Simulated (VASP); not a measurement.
Hg, 2 atoms in the cell. Symmetry: P6_3/mmc, No. 194, hexagonal system. Conventional cell: a = 3.197 Å, b = 3.197 Å, c = 4.922 Å, α = 90.00°, β = 90.00°, γ = 120.00°. Hg (site symmetry -6m2) has 12 Hg at 3.08 to 3.20 Å within 4.0 Å. 

```yaml
Program: VASP 6.6.1
Task: single point
Functional: PBEsol
Dispersion: D3(BJ)
Potentials_or_basis: VASP PAW PBE potentials, release 64 (Hg)
Cutoff: 520 eV
k_mesh: 18 × 18 × 10
Occupations: gaussian, width 0.15 eV
Spin: no spin polarisation
Dipole_correction: no
Further_INCAR_settings: ALGO = Fast; EDIFF = 1e-06; NBANDS = 19
```

Potentials or basis: VASP PAW PBE potentials, release 64 (Hg).

Launch:

```sh
$ cat potpaw_PBE.64/Hg/POTCAR > POTCAR
$ mpirun -np 1 vasp_std > vasp.out
```

Hardware: 1 thread of Intel Xeon 8259CL, with other jobs on the host.

Problem. How long does it take, and how much memory?

Solution. Wall time 2.2 min on 1 thread of Intel Xeon 8259CL, with other jobs on the host, peak memory 0.28 GiB. Counts: scf iterations 11, k points 222.
